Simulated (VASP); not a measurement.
# Mo (I4/mmm) in VASP: a series of runs

The runs below take Mo through single point, with r2SCAN.

Program: VASP 6.6.1. These are calculated values, not measurements. Logs are shortened: lines on timing, memory, paths and dates and some standing lists are left out, and cuts for length are marked.

**1. The cell of the first run**

It takes space group I4/mmm (No. 139, tetragonal). The conventional cell has a = 3.189 Å, b = 3.189 Å, c = 3.142 Å, α = 90.00°, β = 90.00°, γ = 90.00°. Mo (site symmetry 4/mmm) has 14 Mo at 2.75 to 3.19 Å within 3.6 Å.

**2. Single point, r2SCAN (strain +0.015 along x and y, +0.000 along z)**

POSCAR

```
Mo
1.0
   -1.5945650000      1.5945650000      1.5710000000
    1.5945650000     -1.5945650000      1.5710000000
    1.5945650000      1.5945650000     -1.5710000000
Mo
1
Direct
    0.0000000000      0.0000000000      0.0000000000
```

INCAR.step1

```
SYSTEM = Mo
  ALGO = Normal
  EDIFF = 1E-4
  ENCUT = 520
  GGA = PE
  ISMEAR = 0
  LASPH = .True.
  LCHARG = .False.
  LREAL = .False.
  LWAVE = .True.
  NBANDS = 13
  NELM = 60
  PREC = Accurate
  SIGMA = 0.15
```

INCAR.step2

```
SYSTEM = Mo
  ALGO = Normal
  EDIFF = 1E-6
  ENCUT = 520
  ISIF = 2
  ISMEAR = 0
  ISTART = 1
  LASPH = .True.
  LCHARG = .False.
  LMIXTAU = .True.
  LREAL = .False.
  LWAVE = .False.
  METAGGA = R2SCAN
  NBANDS = 13
  NELM = 60
  PREC = Accurate
  SIGMA = 0.15
```

KPOINTS

```
k-points
0
Gamma
  22 22 22
  0 0 0
```

Potentials or basis: VASP PAW PBE potentials, release 64 (Mo_sv).

Started as:

```bash
cat potpaw_PBE.64/Mo_sv/POTCAR > POTCAR
cp INCAR.step1 INCAR
mpirun -np 1 vasp_std > vasp.out
cp INCAR.step2 INCAR
mpirun -np 1 vasp_std > vasp.out
```

OUTCAR:

```text
SYSTEM = Mo
   EDIFF = 1E-6
   ENCUT = 520
   ISIF = 2
   ISMEAR = 0
   ISTART = 1
   LASPH = .True.
   LREAL = .False.
   METAGGA = R2SCAN
   NELM = 60
   PREC = Accurate

 ion  position               nearest neighbor table
   1  0.000  0.000  0.000-

  LATTYP: Found a body centered tetragonal cell.
 ALAT       =     3.1891300000
 C/A-ratio  =     0.9852216749

  Lattice vectors:

 A1 = (  -1.5945650000,   1.5945650000,   1.5710000000)
 A2 = (   1.5945650000,  -1.5945650000,   1.5710000000)
 A3 = (   1.5945650000,   1.5945650000,  -1.5710000000)

Analysis of symmetry for initial positions (statically):
=====================================================================
 Subroutine PRICEL returns:
 Original cell was already a primitive cell.

 Routine SETGRP: Setting up the symmetry group for a
 body centered tetragonal supercell.

 Subroutine GETGRP returns: Found 16 space group operations
 (whereof 16 operations were pure point group operations)
 out of a pool of 16 trial point group operations.

The static configuration has the point symmetry D_4h.

Analysis of symmetry for dynamics (positions and initial velocities):
=====================================================================
 Subroutine PRICEL returns:
 Original cell was already a primitive cell.

 Routine SETGRP: Setting up the symmetry group for a
 body centered tetragonal supercell.

 Subroutine GETGRP returns: Found 16 space group operations
 (whereof 16 operations were pure point group operations)
 out of a pool of 16 trial point group operations.

The dynamic configuration has the point symmetry D_4h.

 Subroutine INISYM returns: Found 16 space group operations
 (whereof 16 operations are pure point group operations),
 and found     1 'primitive' translations

----------------------------------------------------------------------------------------

                                     Primitive cell

  volume of cell :      15.9779

  direct lattice vectors                    reciprocal lattice vectors
    -1.594565000  1.594565000  1.571000000     0.000000000  0.313565142  0.318268619
     1.594565000 -1.594565000  1.571000000     0.313565142  0.000000000  0.318268619
     1.594565000  1.594565000 -1.571000000     0.313565142  0.313565142  0.000000000

  length of vectors
     2.748329689  2.748329689  2.748329689     0.446786315  0.446786315  0.443448076

  position of ions in fractional coordinates (direct lattice)
     0.000000000  0.000000000  0.000000000

  ion indices of the primitive-cell ions
   primitive index   ion index
                 1           1

----------------------------------------------------------------------------------------

 KPOINTS: k-points

Automatic generation of k-mesh.
 Grid dimensions read from file:
 generate k-points for:   22   22   22

 Generating k-lattice:

  Cartesian coordinates                     Fractional coordinates (reciprocal lattice)
     0.000000000  0.014252961  0.014466755     0.045454545  0.000000000 -0.000000000
     0.014252961  0.000000000  0.014466755     0.000000000  0.045454545 -0.000000000
     0.014252961  0.014252961  0.000000000     0.000000000  0.000000000  0.045454545

  Length of vectors
     0.020308469  0.020308469  0.020156731

  Shift w.r.t. Gamma in fractional coordinates (k-lattice)
     0.000000000  0.000000000  0.000000000

 Subroutine IBZKPT returns following result:
 ===========================================

 Found    834 irreducible k-points:

 Following reciprocal coordinates:
            Coordinates               Weight
  0.000000  0.000000  0.000000      1.000000
  0.045455 -0.000000  0.000000      8.000000
  0.090909 -0.000000  0.000000      8.000000
  0.136364 -0.000000  0.000000      8.000000
  0.181818 -0.000000  0.000000      8.000000
  0.227273 -0.000000  0.000000      8.000000
[... 16 lines left out ...]
  0.500000  0.045455  0.000000     16.000000
 -0.454545  0.045455 -0.000000     16.000000
 [... further k-points ...]
   k-points           NKPTS =    834   k-points in BZ     NKDIM =    834   number of bands    NBANDS=     13
   number of dos      NEDOS =    301   number of ions     NIONS =      1
   total plane-waves  NPLWV =   8000
   dimension x,y,z NGX =    20 NGY =   20 NGZ =   20
   dimension x,y,z NGXF=    40 NGYF=   40 NGZF=   40
   ions per type =               1
   NGX,Y,Z   is equivalent  to a cutoff of  12.10, 12.10, 12.10 a.u.
   NGXF,Y,Z  is equivalent  to a cutoff of  24.20, 24.20, 24.20 a.u.
 SYSTEM =  Mo
   PREC   = accura    normal or accurate (medium, high low for compatibility)
   ISTART =      1    job   : 0-new  1-cont  2-samecut
   ICHARG =      0    charge: 1-file 2-atom 10-const
   ISPIN  =      1    spin polarized calculation?
   LNONCOLLINEAR =      F non collinear calculations
   LSORBIT =      F    spin-orbit coupling
   LASPH  =      T    aspherical Exc in radial PAW
   ENCUT  =  520.0 eV  38.22 Ry    6.18 a.u.   5.11  5.11  5.11*2*pi/ulx,y,z
   NELM   =     60;   NELMIN=  2; NELMDL=  0     # of ELM steps
   EDIFF  = 0.1E-05   stopping-criterion for ELM
   LREAL  =      F    real-space projection
   EDIFFG = 0.1E-04   stopping-criterion for IOM
   NSW    =      0    number of steps for IOM
   IBRION =     -1    ionic relax: 0-MD 1-quasi-New 2-CG
   NFREE  =      0    steps in history (QN), initial steepest desc. (CG)
   ISIF   =      2    stress and relaxation
   ISYM   =      2    0-nonsym 1-usesym 2-fastsym
   POTIM  = 0.5000    time-step for ionic-motion
   TEBEG  =    0.0;   TEEND  =   0.0 temperature during run
   PSTRESS=    0.0 pullay stress
   NELECT =      14.0000    total number of electrons
   NUPDOWN=      -1.0000    fix difference up-down
   EMIN   =  10.00;   EMAX   =-10.00  energy-range for DOS
   EFERMI =   0.00;   METHOD = LEGACY
   ISMEAR =     0;   SIGMA  =   0.15  broadening in eV -4-tet -1-fermi 0-gaus
   EFERMI_NEDOS =   21; number of points for ismear=-14 and -15
   IALGO  =     38    algorithm
   IMIX   =      4    mixing-type and parameters
     AMIX     =   0.40;   BMIX     =  1.00
     AMIX_MAG =   1.60;   BMIX_MAG =  1.00
  volume/ion in A,a.u.               =      15.98       107.82
  Fermi-wavevector in a.u.,A,eV,Ry     =   1.566549  2.960348 33.389725  2.454076
  Thomas-Fermi vector in A             =   2.668861
   LORBIT       =      0    0 simple, 1 ext, 2 COOP (PROOUT), +10 PAW based schemes
   METAGGA = R2SCAN    functional components
   LHFCALC =     F    Hartree Fock is set to
   AEXX    =    0.0000 exact exchange contribution
   IVDW    =     0    specifies the selected vdW correction
   LEPSILON=     F    determine dielectric tensor
   LRPA    =     F    only Hartree local field effects (RPA)
 non-spin polarized calculation
 Gauss-broadening in eV      SIGMA  =   0.15
  energy-cutoff  :      520.00
  volume of cell :       15.98
 maximum number of plane-waves:       446
   NGX = 11   NGY = 11   NGZ = 11

 number of electron      14.0000005 magnetization

 Free energy of the ion-electron system (eV)
  ---------------------------------------------------
  ext. energy  EPLUGINS =         0.00000000
  ---------------------------------------------------
  free energy    TOTEN  =       -26.07484978 eV

  energy without entropy =      -26.06826953  energy(sigma->0) =      -26.07155965

 E-fermi :  12.1877     XC(G=0): -14.4983

 val. band max:       12.1847967989   @ k =   0.3636   0.0909   0.0455
 cond. band min:      12.1882761285   @ k =   0.5000   0.0909   0.0455
 fundamental gap:      0.0034793296
 Fermi energy:        12.1876912370

 k-point     1 :       0.0000    0.0000    0.0000
  band No.  band energies     occupation
      1     -51.0256      2.00000
      2     -23.5508      2.00000
      3     -23.5508      2.00000
      4     -23.5453      2.00000
      5       4.6071      2.00000
      6      10.6974      2.00000
      7      10.8780      2.00000
      8      10.8780      2.00000
      9      13.9562      0.00000
     10      14.1859      0.00000
     11      27.5612      0.00000
     12      27.5612      0.00000
     13      27.8692      0.00000

 k-point     2 :       0.0455   -0.0000    0.0000
  band No.  band energies     occupation
      1     -51.0203      2.00000
      2     -23.5788      2.00000
      3     -23.5603      2.00000
      4     -23.5482      2.00000
      5       4.7023      2.00000
      6      10.6910      2.00000
      7      10.8677      2.00000
      8      10.9173      2.00000
      9      13.9333      0.00000
     10      14.1290      0.00000
     11      27.6834      0.00000
     12      27.7212      0.00000
     13      27.9968      0.00000

 k-point     3 :       0.0909   -0.0000    0.0000
  band No.  band energies     occupation
      1     -51.0047      2.00000
      2     -23.6671      2.00000
      3     -23.5879      2.00000
      4     -23.5493      2.00000
      5       4.9790      2.00000
      6      10.5655      2.00000
      7      10.8285      2.00000
      8      11.1473      2.00000
      9      13.8090      0.00000
     10      14.0606      0.00000
     11      27.9321      0.00000
     12      28.1917      0.00000
     13      28.4025      0.00000
[... 305 lines left out ...]
 k-point    23 :       0.5000    0.0455    0.0000
  band No.  band energies     occupation
      1     -50.7558      2.00000
      2     -24.9376      2.00000
      3     -24.0085      2.00000
      4     -23.5767      2.00000
      5       6.8043      2.00000
      6       8.6870      2.00000
      7      13.3165      0.00000
      8      14.0676      0.00000
      9      14.9571      0.00000
     10      17.0998      0.00000
     11      24.1586      0.00000
     12      24.8103      0.00000
     13      30.0171      0.00000

 k-point    24 :      -0.4545    0.0455   -0.0000
  band No.  band energies     occupation
      1     -50.7668      2.00000
      2     -24.8856      2.00000
      3     -23.9904      2.00000
      4     -23.5757      2.00000
      5       6.8710      2.00000
      6       8.7562      2.00000
      7      12.8548      0.00000
      8      14.0808      0.00000
      9      14.8204      0.00000
     10      16.6972      0.00000
     11      24.6685      0.00000
     12      25.1253      0.00000
     13      30.6064      0.00000

 [... further k-points ...]
[... 5 lines left out ...]
  --------------------------------------------------------------------------------------
  -------------------------------------------------------------------------------------
  Total       -0.6013026     -0.6013026     -0.1300422      0.0000000      0.0000000      0.0000000
  in kB      -60.2952404    -60.2952404    -13.0398971      0.0000000      0.0000000      0.0000000
  external PRESSURE =     -44.5434593 kB  Pullay stress =       0.0000000 kB

 VOLUME and BASIS-vectors are now :
 -----------------------------------------------------------------------------
  energy-cutoff  :      520.00
  volume of cell :       15.98
      direct lattice vectors                 reciprocal lattice vectors
    -1.594565000  1.594565000  1.571000000     0.000000000  0.313565142  0.318268619
     1.594565000 -1.594565000  1.571000000     0.313565142  0.000000000  0.318268619
     1.594565000  1.594565000 -1.571000000     0.313565142  0.313565142  0.000000000

 POSITION                                       TOTAL-FORCE (eV/Angst)
 -----------------------------------------------------------------------------------
      0.00000      0.00000      0.00000        -0.000000      0.000000      0.000000
 -----------------------------------------------------------------------------------
    total drift:                                0.000000     -0.000000     -0.000000

  FREE ENERGIE OF THE ION-ELECTRON SYSTEM (eV)
  ---------------------------------------------------
  free  energy   TOTEN  =       -26.0748497764 eV

  energy  without entropy=      -26.0682695253  energy(sigma->0) =      -26.07155965
```

Wall time 4.5 min (1 thread of AMD EPYC 9R45 (Zen 5), shared host); peak memory 0.23 GiB.

What came out:

```yaml
Free_energy: -26.0748 eV
Pressure: -4.5 GPa
Band_gap_on_the_k_mesh: zero (band 7 reaches 16.20 eV, above the bottom of band 8 at 10.85 eV)
```

Stress tensor (GPa, compression positive):
```
-6.03  0.00  0.00
 0.00 -6.03  0.00
 0.00  0.00 -1.30
```

Levels at points of the mesh, in eV from the Fermi level:
```tsv
k point	band 3	band 4	band 5	band 6	band 7	band 8	band 9	band 10	band 11	band 12
(0.00, 0.00, 0.00)	-35.74	-35.73	-7.58	-1.49	-1.31	-1.31	1.77	2.00	15.37	15.37
(0.50, 0.00, 0.00)	-36.19	-35.75	-5.46	-3.53	1.55	1.90	2.59	4.79	11.96	12.46
(0.50, 0.50, 0.00)	-36.17	-35.74	-5.44	-3.34	1.42	1.70	2.46	4.76	11.81	12.52
(0.50, 0.50, 0.50)	-36.72	-36.67	-5.48	-5.44	4.01	4.01	4.06	9.17	9.17	9.58
```

Caveat: the cell differs from its parent crystal (strain +0.015 along x and y, +0.000 along z); the PAW data sets were made with another functional, which shifts forces and pressure a little.

**3. Single point, r2SCAN (strain +0.030 along x and y, -0.015 along z)**

POSCAR

```
Mo
1.0
   -1.6181300000      1.6181300000      1.5474350000
    1.6181300000     -1.6181300000      1.5474350000
    1.6181300000      1.6181300000     -1.5474350000
Mo
1
Direct
    0.0000000000      0.0000000000      0.0000000000
```

INCAR.step1

```
SYSTEM = Mo
PREC     = Accurate       ! precision mode
ENCUT    = 520            ! plane-wave cutoff, eV
ISMEAR   = 0              ! smearing method
SIGMA    = 0.15           ! smearing width, eV
LREAL    = .False.        ! projectors in reciprocal space
LASPH    = .True.         ! aspherical terms in the spheres
NELM     = 60             ! most SCF steps
NBANDS   = 13             ! bands
GGA      = PE             ! functional
ALGO     = Normal         ! electronic algorithm
EDIFF    = 1E-4           ! SCF threshold, eV
LWAVE    = .True.         ! write WAVECAR
LCHARG   = .False.        ! write CHGCAR
```

INCAR.step2

```
SYSTEM = Mo
PREC     = Accurate       ! precision mode
ENCUT    = 520            ! plane-wave cutoff, eV
EDIFF    = 1E-6           ! SCF threshold, eV
ISMEAR   = 0              ! smearing method
SIGMA    = 0.15           ! smearing width, eV
LREAL    = .False.        ! projectors in reciprocal space
LASPH    = .True.         ! aspherical terms in the spheres
NELM     = 60             ! most SCF steps
ALGO     = Normal         ! electronic algorithm
ISIF     = 2              ! what is computed and relaxed
LWAVE    = .False.        ! write WAVECAR
LCHARG   = .True.         ! write CHGCAR
METAGGA  = R2SCAN         ! meta-GGA
LMIXTAU  = .True.       
LELF     = .True.         ! ELF
LVHAR    = .True.       
NBANDS   = 13             ! bands
ISTART   = 1
```

KPOINTS

```
regular mesh
0
Gamma
  22 22 22
  0 0 0
```

Potentials or basis: VASP PAW PBE potentials, release 64 (Mo_sv).

Started as:

```bash
cat potpaw_PBE.64/Mo_sv/POTCAR > POTCAR
cp INCAR.step1 INCAR
mpirun -np 1 vasp_std > vasp.out
cp INCAR.step2 INCAR
mpirun -np 1 vasp_std > vasp.out
```

It took 7.1 min on 1 thread of AMD EPYC 9R45 (Zen 5), shared host; peak memory 0.25 GiB.

The run converged. Its results:

- Free energy: -26.0474 eV
- Pressure: -7.8 GPa
- Band gap on the k mesh: zero (band 7 reaches 15.87 eV, above the bottom of band 8 at 10.68 eV)

Stress tensor (GPa, compression positive):
```
-12.37   0.00   0.00
  0.00 -12.37   0.00
  0.00   0.00   1.49
```

Levels at points of the mesh, in eV from the Fermi level:
```tsv
k point	band 3	band 4	band 5	band 6	band 7	band 8	band 9	band 10	band 11	band 12
(0.00, 0.00, 0.00)	-35.78	-35.76	-7.54	-1.69	-1.15	-1.15	1.49	2.18	15.16	15.16
(0.50, 0.00, 0.00)	-36.22	-35.80	-5.38	-3.58	1.58	1.88	2.74	4.69	11.84	12.39
(0.50, 0.50, 0.00)	-36.15	-35.76	-5.33	-3.01	1.20	1.36	2.28	4.61	11.40	12.59
(0.50, 0.50, 0.50)	-36.74	-36.61	-5.40	-5.30	3.90	3.90	4.03	8.78	8.78	10.03
```

Caveat: the cell differs from its parent crystal (strain +0.030 along x and y, -0.015 along z); the PAW data sets were made with another functional, which shifts forces and pressure a little.

**4. Single point, r2SCAN (strain +0.015 along x and y, +0.030 along z)**

POSCAR

```
Mo
1.0
   -1.5945650000      1.5945650000      1.6181300000
    1.5945650000     -1.5945650000      1.6181300000
    1.5945650000      1.5945650000     -1.6181300000
Mo
1
Direct
    0.0000000000      0.0000000000      0.0000000000
```

INCAR.step1

```
PREC = Accurate
ENCUT = 520
ISMEAR = 0
SIGMA = 0.15
LREAL = False
LASPH = True
NELM = 60
NBANDS = 13
GGA = PE
ALGO = Normal
EDIFF = 1E-4
LWAVE = True
LCHARG = False
```

INCAR.step2

```
PREC = Accurate
ENCUT = 520
EDIFF = 1E-7
ISMEAR = 0
SIGMA = 0.15
LREAL = False
LASPH = True
NELM = 60
ALGO = Normal
ISIF = 2
LWAVE = False
LCHARG = True
METAGGA = R2SCAN
LMIXTAU = True
LELF = True
LVHAR = True
NBANDS = 13
ISTART = 1
```

KPOINTS

```
Automatic mesh
0
Gamma
  22 22 22
```

Started as:

```bash
cat potpaw_PBE.64/Mo_sv/POTCAR > POTCAR
cp INCAR.step1 INCAR
mpirun -np 1 vasp_std > vasp.out
cp INCAR.step2 INCAR
mpirun -np 1 vasp_std > vasp.out
```

Run time: 9.1 min. Hardware: 1 thread of AMD EPYC 9R45 (Zen 5), shared host; peak memory 0.25 GiB.

Results (log left out):

```
Free energy            : -26.0509 eV
Pressure               : -11.5 GPa
Band gap on the k mesh : zero (band 7 reaches 15.55 eV, above the bottom of band 8 at 10.50 eV)
```

Stress tensor (GPa, compression positive):
```
-10.05   0.00   0.00
  0.00 -10.05   0.00
  0.00   0.00 -14.34
```

Levels at points of the mesh, in eV from the Fermi level:
| k point | band 5 | band 6 | band 7 | band 8 | band 9 | band 10 |
| --- | --- | --- | --- | --- | --- | --- |
| (0.00, 0.00, 0.00) | -7.48 | -1.37 | -1.37 | -1.20 | 1.73 | 1.94 |
| (0.50, 0.00, 0.00) | -5.26 | -3.27 | 1.36 | 1.70 | 2.43 | 4.57 |
| (0.50, 0.50, 0.00) | -5.28 | -3.45 | 1.48 | 1.92 | 2.51 | 4.60 |
| (0.50, 0.50, 0.50) | -5.24 | -5.21 | 3.83 | 3.87 | 3.87 | 8.81 |

Caveat: the cell differs from its parent crystal (strain +0.015 along x and y, +0.030 along z); the PAW data sets were made with another functional, which shifts forces and pressure a little.

**5. Overview**

| cell | gap on the mesh (eV) | pressure (GPa) |
| --- | --- | --- |
| a = 2.748 Å, angles 109.1, 109.1, 110.3°, 1 atom | none | -4.5 |
| a = 2.762 Å, angles 108.3, 108.3, 111.9°, 1 atom | none | -7.8 |
| a = 2.776 Å, angles 109.9, 109.9, 108.7°, 1 atom | none | -11.5 |

Alike in all rows: task single point; level r2SCAN; potentials or basis VASP PAW PBE potentials, release 64 (Mo_sv); no spin polarisation; k mesh 22 × 22 × 22; cutoff (eV) 520; smearing gaussian 0.15 eV.

Caveats: the PAW data sets were made with another functional, which shifts forces and pressure a little.

Total energies depend on the potentials used, so only differences within one code and one set of settings carry meaning.
